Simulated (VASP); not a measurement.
# Cu (P6_3/mmc) in VASP: single point with r2SCAN

Aim: the single point of Cu with r2SCAN.

All numbers are computed with VASP 6.6.1; they aren't measurements. Logs are shortened: lines on timing, memory, paths and dates and some standing lists are left out, and cuts for length are marked.

### 1 The cell of the first run

Symmetry: P6_3/mmc, No. 194, hexagonal system. The conventional cell has a = 2.520 Å, b = 2.520 Å, c = 4.162 Å, α = 90.00°, β = 90.00°, γ = 120.00°. Cu (site symmetry -6m2) has 12 Cu at 2.52 to 2.54 Å within 3.3 Å.

This isn't the form of Cu at room conditions, which is fcc.

### 2 Single point, r2SCAN

The input, POSCAR:

```
Cu
1.0
    2.5204453907      0.0000000000      0.0000000000
   -1.2602226954      2.1827697372      0.0000000000
    0.0000000000      0.0000000000      4.1616368669
Cu
2
Direct
    0.3333333333      0.6666666667      0.2500000000
    0.6666666667      0.3333333333      0.7500000000
```

The input, INCAR.step1:

```
PREC     = Accurate       # precision mode
ENCUT    = 520            # plane-wave cutoff, eV
ISMEAR   = -1             # smearing method
SIGMA    = 0.05           # smearing width, eV
LREAL    = F              # projectors in reciprocal space
LASPH    = T              # aspherical terms in the spheres
NELM     = 100            # most SCF steps
NBANDS   = 18             # bands
GGA      = PE             # functional
ALGO     = Normal         # electronic algorithm
EDIFF    = 1E-4           # SCF threshold, eV
LWAVE    = T              # write WAVECAR
LCHARG   = F              # write CHGCAR
```

The input, INCAR.step2:

```
PREC     = Accurate       # precision mode
ENCUT    = 520            # plane-wave cutoff, eV
EDIFF    = 1E-6           # SCF threshold, eV
ISMEAR   = -1             # smearing method
SIGMA    = 0.05           # smearing width, eV
LREAL    = F              # projectors in reciprocal space
LASPH    = T              # aspherical terms in the spheres
NELM     = 100            # most SCF steps
ALGO     = Normal         # electronic algorithm
ISIF     = 2              # what is computed and relaxed
LWAVE    = F              # write WAVECAR
LCHARG   = F              # write CHGCAR
METAGGA  = R2SCAN         # meta-GGA
LMIXTAU  = T            
NBANDS   = 18             # bands
ISTART   = 1
```

The input, KPOINTS:

```
regular mesh
0
Gamma
  19 19 11
```

Potentials or basis: VASP PAW PBE potentials, release 64 (Cu).

Run with:

```
> cat potpaw_PBE.64/Cu/POTCAR > POTCAR
> cp INCAR.step1 INCAR
> mpirun -np 1 vasp_std > vasp.out
> cp INCAR.step2 INCAR
> mpirun -np 1 vasp_std > vasp.out
```

OUTCAR:

```text
PREC = Accurate
   ENCUT = 520
   EDIFF = 1E-6
   ISMEAR = -1
   LREAL = F
   LASPH = T
   NELM = 100
   ISIF = 2
   METAGGA = R2SCAN
   ISTART = 1

 ion  position               nearest neighbor table
   1  0.333  0.667  0.250-   2 2.54   2 2.54   2 2.54   2 2.54   2 2.54   2 2.54
   2  0.667  0.333  0.750-   1 2.54   1 2.54   1 2.54   1 2.54   1 2.54   1 2.54

  LATTYP: Found a hexagonal cell.
 ALAT       =     2.5204453907
 C/A-ratio  =     1.6511513728

  Lattice vectors:

 A1 = (   2.5204453907,   0.0000000000,   0.0000000000)
 A2 = (  -1.2602226954,   2.1827697372,   0.0000000000)
 A3 = (   0.0000000000,   0.0000000000,   4.1616368669)

Analysis of symmetry for initial positions (statically):
=====================================================================
 Subroutine PRICEL returns:
 Original cell was already a primitive cell.

 Routine SETGRP: Setting up the symmetry group for a
 hexagonal supercell.

 Subroutine GETGRP returns: Found 24 space group operations
 (whereof 12 operations were pure point group operations)
 out of a pool of 24 trial point group operations.

The static configuration has the point symmetry D_3d.
 The point group associated with its full space group is D_6h.

Analysis of symmetry for dynamics (positions and initial velocities):
=====================================================================
 Subroutine PRICEL returns:
 Original cell was already a primitive cell.

 Routine SETGRP: Setting up the symmetry group for a
 hexagonal supercell.

 Subroutine GETGRP returns: Found 24 space group operations
 (whereof 12 operations were pure point group operations)
 out of a pool of 24 trial point group operations.

The dynamic configuration has the point symmetry D_3d.
 The point group associated with its full space group is D_6h.

 Subroutine INISYM returns: Found 24 space group operations
 (whereof 12 operations are pure point group operations),
 and found     1 'primitive' translations

----------------------------------------------------------------------------------------

                                     Primitive cell

  volume of cell :      22.8955

  direct lattice vectors                    reciprocal lattice vectors
     2.520445391  0.000000000  0.000000000     0.396755273  0.229066764  0.000000000
    -1.260222695  2.182769737  0.000000000     0.000000000  0.458133528  0.000000000
     0.000000000  0.000000000  4.161636867     0.000000000  0.000000000  0.240290067

  length of vectors
     2.520445391  2.520445391  4.161636867     0.458133528  0.458133528  0.240290067

  position of ions in fractional coordinates (direct lattice)
     0.333333333  0.666666667  0.250000000
     0.666666667  0.333333333  0.750000000

  ion indices of the primitive-cell ions
   primitive index   ion index
                 1           1
                 2           2

----------------------------------------------------------------------------------------

 KPOINTS: regular mesh

Automatic generation of k-mesh.
 Grid dimensions read from file:
 generate k-points for:   19   19   11

 Generating k-lattice:

  Cartesian coordinates                     Fractional coordinates (reciprocal lattice)
     0.020881856  0.012056145  0.000000000     0.052631579  0.000000000  0.000000000
     0.000000000  0.024112291  0.000000000     0.000000000  0.052631579  0.000000000
     0.000000000  0.000000000  0.021844552     0.000000000  0.000000000  0.090909091

  Length of vectors
     0.024112291  0.024112291  0.021844552

  Shift w.r.t. Gamma in fractional coordinates (k-lattice)
     0.000000000  0.000000000  0.000000000

 Subroutine IBZKPT returns following result:
 ===========================================

 Found    240 irreducible k-points:

 Following reciprocal coordinates:
            Coordinates               Weight
  0.000000  0.000000  0.000000      1.000000
  0.052632  0.000000  0.000000      6.000000
  0.105263  0.000000  0.000000      6.000000
  0.157895  0.000000  0.000000      6.000000
  0.210526  0.000000  0.000000      6.000000
  0.263158  0.000000  0.000000      6.000000
[... 16 lines left out ...]
  0.263158  0.105263  0.000000     12.000000
  0.315789  0.105263  0.000000     12.000000
 [... further k-points ...]
   k-points           NKPTS =    240   k-points in BZ     NKDIM =    240   number of bands    NBANDS=     18
   number of dos      NEDOS =    301   number of ions     NIONS =      2
   total plane-waves  NPLWV =  12800
   dimension x,y,z NGX =    20 NGY =   20 NGZ =   32
   dimension x,y,z NGXF=    40 NGYF=   40 NGZF=   64
   ions per type =               2
   NGX,Y,Z   is equivalent  to a cutoff of  13.19, 13.19, 12.78 a.u.
   NGXF,Y,Z  is equivalent  to a cutoff of  26.38, 26.38, 25.57 a.u.
 SYSTEM =  unknown system
   PREC   = accura    normal or accurate (medium, high low for compatibility)
   ISTART =      1    job   : 0-new  1-cont  2-samecut
   ICHARG =      0    charge: 1-file 2-atom 10-const
   ISPIN  =      1    spin polarized calculation?
   LNONCOLLINEAR =      F non collinear calculations
   LSORBIT =      F    spin-orbit coupling
   LASPH  =      T    aspherical Exc in radial PAW
   ENCUT  =  520.0 eV  38.22 Ry    6.18 a.u.   4.69  4.69  7.74*2*pi/ulx,y,z
   NELM   =    100;   NELMIN=  2; NELMDL=  0     # of ELM steps
   EDIFF  = 0.1E-05   stopping-criterion for ELM
   LREAL  =      F    real-space projection
   EDIFFG = 0.1E-04   stopping-criterion for IOM
   NSW    =      0    number of steps for IOM
   IBRION =     -1    ionic relax: 0-MD 1-quasi-New 2-CG
   NFREE  =      0    steps in history (QN), initial steepest desc. (CG)
   ISIF   =      2    stress and relaxation
   ISYM   =      2    0-nonsym 1-usesym 2-fastsym
   POTIM  = 0.5000    time-step for ionic-motion
   TEBEG  =    0.0;   TEEND  =   0.0 temperature during run
   PSTRESS=    0.0 pullay stress
   NELECT =      22.0000    total number of electrons
   NUPDOWN=      -1.0000    fix difference up-down
   EMIN   =  10.00;   EMAX   =-10.00  energy-range for DOS
   EFERMI =   0.00;   METHOD = LEGACY
   ISMEAR =    -1;   SIGMA  =   0.05  broadening in eV -4-tet -1-fermi 0-gaus
   EFERMI_NEDOS =   21; number of points for ismear=-14 and -15
   IALGO  =     38    algorithm
   IMIX   =      4    mixing-type and parameters
     AMIX     =   0.40;   BMIX     =  1.00
     AMIX_MAG =   1.60;   BMIX_MAG =  1.00
  volume/ion in A,a.u.               =      11.45        77.25
  Fermi-wavevector in a.u.,A,eV,Ry     =   1.615471  3.052798 35.507773  2.609748
  Thomas-Fermi vector in A             =   2.710214
   LORBIT       =      0    0 simple, 1 ext, 2 COOP (PROOUT), +10 PAW based schemes
   METAGGA = R2SCAN    functional components
   LHFCALC =     F    Hartree Fock is set to
   AEXX    =    0.0000 exact exchange contribution
   IVDW    =     0    specifies the selected vdW correction
   LEPSILON=     F    determine dielectric tensor
   LRPA    =     F    only Hartree local field effects (RPA)
 non-spin polarized calculation
  energy-cutoff  :      520.00
  volume of cell :       22.90
 maximum number of plane-waves:       634
 NGX is ok and might be reduce to    20
   NGX =  9   NGY =  9   NGZ = 15

 number of electron      21.9999993 magnetization

 Free energy of the ion-electron system (eV)
  ---------------------------------------------------
  ext. energy  EPLUGINS =         0.00000000
  ---------------------------------------------------
  free energy    TOTEN  =       -21.63627491 eV

  energy without entropy =      -21.63063006  energy(sigma->0) =      -21.63345249

 E-fermi :   7.8275     XC(G=0): -13.9556

 val. band max:        7.8253353478   @ k =   0.4737   0.0526   0.1818
 cond. band min:       7.8280286544   @ k =   0.3684   0.1053   0.4545
 fundamental gap:      0.0026933066
 Fermi energy:         7.8274868235

 k-point     1 :       0.0000    0.0000    0.0000
  band No.  band energies     occupation
      1      -2.1305      2.00000
      2       2.3429      2.00000
      3       4.5076      2.00000
      4       4.5968      2.00000
      5       4.5970      2.00000
      6       4.8097      2.00000
[... 10 lines left out ...]
     17      32.7786      0.00000
     18      32.8975      0.00000

 k-point     2 :       0.0526    0.0000    0.0000
  band No.  band energies     occupation
      1      -2.0343      2.00000
      2       2.3993      2.00000
      3       4.4554      2.00000
      4       4.6320      2.00000
      5       4.6401      2.00000
      6       4.7914      2.00000
[... 10 lines left out ...]
     17      32.8565      0.00000
     18      33.4341      0.00000

 k-point     3 :       0.1053    0.0000    0.0000
  band No.  band energies     occupation
      1      -1.7483      2.00000
      2       2.5586      2.00000
      3       4.3520      2.00000
      4       4.6948      2.00000
      5       4.7351      2.00000
      6       4.7697      2.00000
[... 10 lines left out ...]
     17      32.9308      0.00000
     18      34.0890      0.00000

 k-point     4 :       0.1579    0.0000    0.0000
  band No.  band energies     occupation
      1      -1.2807      2.00000
      2       2.7887      2.00000
      3       4.2270      2.00000
      4       4.4274      2.00000
      5       4.6353      2.00000
      6       4.8779      2.00000
[... 375 lines left out ...]
      4       3.9191      2.00000
      5       4.5550      2.00000
      6       4.6212      2.00000
[... 10 lines left out ...]
     17      27.6618      0.00000
     18      29.4941      0.00000

 k-point    23 :       0.2632    0.1053    0.0000
  band No.  band energies     occupation
      1       1.1896      2.00000
      2       3.2823      2.00000
      3       3.4716      2.00000
      4       3.9322      2.00000
      5       4.5433      2.00000
      6       4.6096      2.00000
[... 10 lines left out ...]
     17      25.4237      0.00000
     18      28.8026      0.00000

 k-point    24 :       0.3158    0.1053    0.0000
  band No.  band energies     occupation
      1       1.9565      2.00000
      2       3.1893      2.00000
      3       3.3178      2.00000
      4       4.0195      2.00000
      5       4.4941      2.00000
      6       4.7159      2.00000
[... 10 lines left out ...]
     17      23.3223      0.00000
     18      28.2763      0.00000

 [... further k-points ...]

------------------------ aborting loop because EDIFF is reached ----------------------------------------

  FORCE on cell =-STRESS in cart. coord.  units (eV):
  Direction    XX          YY          ZZ          XY          YZ          ZX
  --------------------------------------------------------------------------------------
  -------------------------------------------------------------------------------------
  Total        0.0989297      0.0989297      0.1124467     -0.0000000     -0.0000000      0.0000000
  in kB        6.9228936      6.9228936      7.8687923     -0.0000000     -0.0000000      0.0000000
  external PRESSURE =       7.2381932 kB  Pullay stress =       0.0000000 kB

 VOLUME and BASIS-vectors are now :
 -----------------------------------------------------------------------------
  energy-cutoff  :      520.00
  volume of cell :       22.90
      direct lattice vectors                 reciprocal lattice vectors
     2.520445391  0.000000000  0.000000000     0.396755273  0.229066764  0.000000000
    -1.260222695  2.182769737  0.000000000     0.000000000  0.458133528  0.000000000
     0.000000000  0.000000000  4.161636867     0.000000000  0.000000000  0.240290067

 POSITION                                       TOTAL-FORCE (eV/Angst)
 -----------------------------------------------------------------------------------
     -0.00000      1.45518      1.04041        -0.000000      0.000000      0.000000
      1.26022      0.72759      3.12123         0.000000     -0.000000      0.000000
 -----------------------------------------------------------------------------------
    total drift:                               -0.000000      0.000000     -0.000000

  FREE ENERGIE OF THE ION-ELECTRON SYSTEM (eV)
  ---------------------------------------------------
  free  energy   TOTEN  =       -21.6362749145 eV

  energy  without entropy=      -21.6306300612  energy(sigma->0) =      -21.63345249
```

Run time: 10 min. Hardware: 1 thread of AMD EPYC 7R13, shared host; peak memory 0.17 GiB.

What came out:

| Property | Result |
| --- | --- |
| Free energy | -21.6363 eV |
| Pressure | 0.7 GPa |
| Band gap on the k mesh | zero (bands 11 and 12 overlap by 5.85 eV) |

Caveat: the PAW data sets were made with another functional, which shifts forces and pressure a little.
